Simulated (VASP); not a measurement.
The system is MgO.

```
Mg O
1.0
     0.00000    2.09700    2.09700
     2.09700    0.00000    2.09700
     2.09700    2.09700    0.00000
Mg O
1 1
Direct
  0.00000 0.00000 0.00000
  0.50000 0.50000 0.50000
```

```yaml
Program: VASP 6.6.1
Task: relaxation of cell and atoms
Functional: BLYP
Potentials_or_basis: VASP PAW PBE potentials, release 64 (Mg, O)
Cutoff: 600 eV
k_mesh: 11 × 11 × 11
Occupations: fermi-dirac, width 0.05 eV
Spin: no spin polarisation
```

At the start: pressure 8.5 GPa; volume 9.22 Å³/atom.

Question: Where does the relaxation end?

Answer: Over 3 steps the energy falls by 12.6 meV/atom and the volume is 9.71 Å³/atom (+5.3 %); space group Fm-3m (No. 225, to 0.05 Å).

Step by step:
| step | energy change (eV) | largest force (eV/Å) | pressure (GPa) | volume (Å³) |
| --- | --- | --- | --- | --- |
| 1 | 0.0000 | 0.0000 | 8.53 | 18.44 |
| 2 | -0.0222 | 0.0000 | -2.60 | 19.78 |
| 3 | -0.0251 | 0.0000 | 0.00 | 19.43 |

Final structure:
```yaml
crystal:
  lattice:
    - [0.00000, 2.13363, 2.13363]
    - [2.13363, 0.00000, 2.13363]
    - [2.13363, 2.13363, 0.00000]
  atoms:
    - { symbol: Mg, position: [0.00000, 0.00000, 0.00000] }
    - { symbol: O, position: [0.50000, 0.50000, 0.50000] }
```

Caveat: the PAW data sets were made with another functional, which shifts forces and pressure a little.
